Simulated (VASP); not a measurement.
# GaN (I4/mmm) in VASP: a series of runs, part 2 of 2

VASP 6.6.1. Earlier steps stand in the parts before.

## (3) Single point, r2SCAN, non-collinear spin, zero start, spin-orbit coupling (epitaxial xy strain -3.0%)

Input file POSCAR:

```
GaN
1.0
    0.0000000000      2.0452597773      2.1769953714
    2.0452597773      0.0000000000      2.1769953714
    2.0452597773      2.0452597773      0.0000000000
Ga N
1 1
Direct
    0.0000000000      0.0000000000      0.0000000000
    0.5000000000      0.5000000000      0.5000000000
```

Input file INCAR.step1:

```
PREC     = Accurate       # precision mode
ENCUT    = 520            # plane-wave cutoff, eV
ISMEAR   = -1             # smearing method
SIGMA    = 0.02           # smearing width, eV
LREAL    = False          # projectors in reciprocal space
LASPH    = True           # aspherical terms in the spheres
NELM     = 150            # most SCF steps
MAGMOM   = 0 0 0 0 0 0    # initial moments
LSORBIT  = True           # spin-orbit coupling
GGA_COMPAT= False        
NBANDS   = 30             # bands
GGA      = PE             # functional
ALGO     = Normal         # electronic algorithm
EDIFF    = 1E-4           # SCF threshold, eV
LWAVE    = True           # write WAVECAR
LCHARG   = False          # write CHGCAR
```

Input file INCAR.step2:

```
PREC     = Accurate       # precision mode
ENCUT    = 520            # plane-wave cutoff, eV
EDIFF    = 1E-6           # SCF threshold, eV
ISMEAR   = -1             # smearing method
SIGMA    = 0.02           # smearing width, eV
LREAL    = False          # projectors in reciprocal space
LASPH    = True           # aspherical terms in the spheres
NELM     = 150            # most SCF steps
ALGO     = Normal         # electronic algorithm
ISIF     = 2              # what is computed and relaxed
LWAVE    = False          # write WAVECAR
LCHARG   = False          # write CHGCAR
MAGMOM   = 0 0 0 0 0 0    # initial moments
LORBIT   = 11             # projections on sites
LSORBIT  = True           # spin-orbit coupling
GGA_COMPAT= False        
LORBMOM  = True         
METAGGA  = R2SCAN         # meta-GGA
LMIXTAU  = True         
NBANDS   = 30             # bands
ISTART   = 1
```

Input file KPOINTS:

```
regular mesh
0
Gamma
  10 10 10
```

Potentials or basis: VASP PAW PBE potentials, release 64 (Ga_d, N).

The run is started by

```console
> cat potpaw_PBE.64/Ga_d/POTCAR potpaw_PBE.64/N/POTCAR > POTCAR
> cp INCAR.step1 INCAR
> mpirun -np 1 vasp_ncl > vasp.out
> cp INCAR.step2 INCAR
> mpirun -np 1 vasp_ncl > vasp.out
```

OUTCAR:

```text
PREC = Accurate
   ENCUT = 520
   EDIFF = 1E-6
   ISMEAR = -1
   LREAL = False
   LASPH = True
   NELM = 150
   ISIF = 2
   LORBIT = 11
   LSORBIT = True
   METAGGA = R2SCAN
   ISTART = 1

 ion  position               nearest neighbor table
   1  0.000  0.000  0.000-   2 2.05   2 2.05   2 2.05   2 2.05   2 2.18   2 2.18
   2  0.500  0.500  0.500-   1 2.05   1 2.05   1 2.05   1 2.05   1 2.18   1 2.18

  LATTYP: Found a body centered tetragonal cell.
 ALAT       =     2.8924341156
 C/A-ratio  =     1.5053033427

  Lattice vectors:

 A1 = (  -2.0452597773,   0.0000000000,   2.1769953714)
 A2 = (   2.0452597773,   0.0000000000,   2.1769953714)
 A3 = (   0.0000000000,   2.0452597773,  -2.1769953714)

Analysis of symmetry for initial positions (statically):
=====================================================================
 Subroutine PRICEL returns:
 Original cell was already a primitive cell.

 Routine SETGRP: Setting up the symmetry group for a
 body centered tetragonal supercell.

 Subroutine GETGRP returns: Found 16 space group operations
 (whereof 16 operations were pure point group operations)
 out of a pool of 16 trial point group operations.

[... 1056 lines left out ...]
     0.0000000     0.0000000     0.0000000     0.0000000     0.0000000     0.0000000     0.0000000
     0.0000000     0.0000000     0.0000000     0.0000000     0.0000000     0.0000000     0.0000000
     0.0000000     0.0000000     0.0000000     0.0000000     0.0000000     0.0000000     0.0000000
     0.0000000     0.0000000     0.0000000     0.0000000     0.0000000     0.0000000     0.0000000

 Ion:    2  E_soc:     -0.0000742
 l=   1
     0.0000000    -0.0000127    -0.0000117
    -0.0000127     0.0000000    -0.0000127
    -0.0000117    -0.0000127     0.0000000
 l=   2
     0.0000000     0.0000000     0.0000000     0.0000000     0.0000000
     0.0000000     0.0000000     0.0000000     0.0000000     0.0000000
     0.0000000     0.0000000     0.0000000     0.0000000     0.0000000
     0.0000000     0.0000000     0.0000000     0.0000000     0.0000000
     0.0000000     0.0000000     0.0000000     0.0000000     0.0000000
 l=   3
     0.0000000     0.0000000     0.0000000     0.0000000     0.0000000     0.0000000     0.0000000
     0.0000000     0.0000000     0.0000000     0.0000000     0.0000000     0.0000000     0.0000000
     0.0000000     0.0000000     0.0000000     0.0000000     0.0000000     0.0000000     0.0000000
     0.0000000     0.0000000     0.0000000     0.0000000     0.0000000     0.0000000     0.0000000
     0.0000000     0.0000000     0.0000000     0.0000000     0.0000000     0.0000000     0.0000000
     0.0000000     0.0000000     0.0000000     0.0000000     0.0000000     0.0000000     0.0000000
     0.0000000     0.0000000     0.0000000     0.0000000     0.0000000     0.0000000     0.0000000

 total charge

# of ion       s       p       d       tot
------------------------------------------
    1        0.682   0.759  10.239  11.681
    2        1.247   2.562   0.000   3.809
--------------------------------------------------
tot          1.929   3.321  10.239  15.489

 magnetization (x)

# of ion       s       p       d       tot
------------------------------------------
    1        0.000   0.000   0.000   0.000
    2        0.000  -0.000   0.000   0.000
--------------------------------------------------
tot          0.000  -0.000   0.000   0.000

 magnetization (y)

# of ion       s       p       d       tot
------------------------------------------
    1       -0.000   0.000   0.000  -0.000
    2       -0.000   0.000   0.000   0.000
--------------------------------------------------
tot         -0.000   0.000   0.000  -0.000

 magnetization (z)

# of ion       s       p       d       tot
------------------------------------------
    1       -0.000   0.000   0.000   0.000
    2        0.000   0.000   0.000   0.000
--------------------------------------------------
tot         -0.000   0.000   0.000   0.000
```

OUTCAR.step1:

```text
PREC = Accurate
   ENCUT = 520
   ISMEAR = -1
   LREAL = False
   LASPH = True
   NELM = 150
   LSORBIT = True
   GGA = PE
   EDIFF = 1E-4
[... 1075 lines left out ...]
     0.0000000     0.0000000     0.0000000     0.0000000     0.0000000     0.0000000     0.0000000
     0.0000000     0.0000000     0.0000000     0.0000000     0.0000000     0.0000000     0.0000000
     0.0000000     0.0000000     0.0000000     0.0000000     0.0000000     0.0000000     0.0000000
     0.0000000     0.0000000     0.0000000     0.0000000     0.0000000     0.0000000     0.0000000
     0.0000000     0.0000000     0.0000000     0.0000000     0.0000000     0.0000000     0.0000000

=======================================================================

 ========================================================
```

Run time: 8.3 min. Hardware: 1 thread of Oxide Virtual Turin-like, shared host; peak memory 0.24 GiB.

Results:

* Free energy: -20.9279 eV
* Pressure: 10.7 GPa
* Net moment: 0.00 μB per cell
* Valence electrons inside the program's atomic spheres: Ga 11.68; N 3.81

Moments on the atoms (μB; x, y, z):
```
Ga  0.00 0.00 0.00
N   0.00 0.00 0.00
```

Caveat: the cell differs from its parent crystal (epitaxial xy strain -3.0%); the stress differs along the axes, from 1 to 16 GPa; the structure was generated, so it needn't be the stable form of GaN; the PAW data sets were made with another functional, which shifts forces and pressure a little.

## (4) Single point, r2SCAN, non-collinear spin, zero start, spin-orbit coupling (epitaxial xy strain -2.0%)

Input file POSCAR:

```
GaN
1.0
    0.0000000000      2.0663449296      2.1525128121
    2.0663449296      0.0000000000      2.1525128121
    2.0663449296      2.0663449296      0.0000000000
Ga N
1 1
Direct
    0.0000000000      0.0000000000      0.0000000000
    0.5000000000      0.5000000000      0.5000000000
```

Input file INCAR.step1:

```
SYSTEM = GaN
ALGO = Normal
EDIFF = 1E-4
ENCUT = 520
GGA = PE
GGA_COMPAT = .FALSE.
ISMEAR = -1
LASPH = .TRUE.
LCHARG = .FALSE.
LREAL = .FALSE.
LSORBIT = .TRUE.
LWAVE = .TRUE.
MAGMOM = 0 0 0 0 0 0
NBANDS = 30
NELM = 150
PREC = Accurate
SIGMA = 0.02
```

Input file INCAR.step2:

```
SYSTEM = GaN
ALGO = Normal
EDIFF = 1E-6
ENCUT = 520
GGA_COMPAT = .FALSE.
ISIF = 2
ISMEAR = -1
ISTART = 1
LASPH = .TRUE.
LCHARG = .FALSE.
LMIXTAU = .TRUE.
LORBIT = 11
LORBMOM = .TRUE.
LREAL = .FALSE.
LSORBIT = .TRUE.
LWAVE = .FALSE.
MAGMOM = 0 0 0 0 0 0
METAGGA = R2SCAN
NBANDS = 30
NELM = 150
PREC = Accurate
SIGMA = 0.02
```

Input file KPOINTS:

```
k-points
0
G
  10 10 10
  0 0 0
```

The run is started by

```console
> cat potpaw_PBE.64/Ga_d/POTCAR potpaw_PBE.64/N/POTCAR > POTCAR
> cp INCAR.step1 INCAR
> mpirun -np 1 vasp_ncl > vasp.out
> cp INCAR.step2 INCAR
> mpirun -np 1 vasp_ncl > vasp.out
```

It took 10 min on 1 thread of Oxide Virtual Turin-like, shared host; peak memory 0.24 GiB.

Results (log left out):

```
Free energy                                           : -20.9569 eV
Pressure                                              : 7.2 GPa
Net moment                                            : 0.00 μB per cell
Valence electrons inside the program's atomic spheres : Ga 11.65; N 3.80
```

Stress tensor (GPa, compression positive):
```
10.25  0.00  0.00
 0.00 10.25  0.00
 0.00  0.00  1.11
```

Moments on the atoms (μB; x, y, z):
```
Ga  0.00 0.00 0.00
N   0.00 0.00 0.00
```

Caveat: the cell differs from its parent crystal (epitaxial xy strain -2.0%); the stress differs along the axes, from 1 to 10 GPa; the structure was generated, so it needn't be the stable form of GaN; the PAW data sets were made with another functional, which shifts forces and pressure a little.

## (5) Summary

| cell | pressure (GPa) | moment (μB) |
| --- | --- | --- |
| a = 2.992, b = 2.992, c = 2.863 Å, angles 61.4, 61.4, 57.2°, 2 atoms | 14.7 | 0.00 |
| a = 2.987, b = 2.987, c = 2.892 Å, angles 61.0, 61.0, 57.9°, 2 atoms | 10.7 | 0.00 |
| a = 2.984, b = 2.984, c = 2.922 Å, angles 60.7, 60.7, 58.6°, 2 atoms | 7.2 | 0.00 |

Alike in all rows: task single point; level r2SCAN; potentials or basis VASP PAW PBE potentials, release 64 (Ga_d, N); spin non-collinear, zero start, SOC; k mesh 10 × 10 × 10; cutoff (eV) 520; smearing fermi-dirac 0.02 eV.

Caveats: the structure was generated, so it needn't be the stable form of GaN; the PAW data sets were made with another functional, which shifts forces and pressure a little; the stress differs along the axes, from 1 to 22 GPa (at least some runs); the stress differs along the axes, from 1 to 16 GPa (at least some runs); the stress differs along the axes, from 1 to 10 GPa (at least some runs).

Total energies depend on the potentials used, so only differences within one code and one set of settings carry meaning.
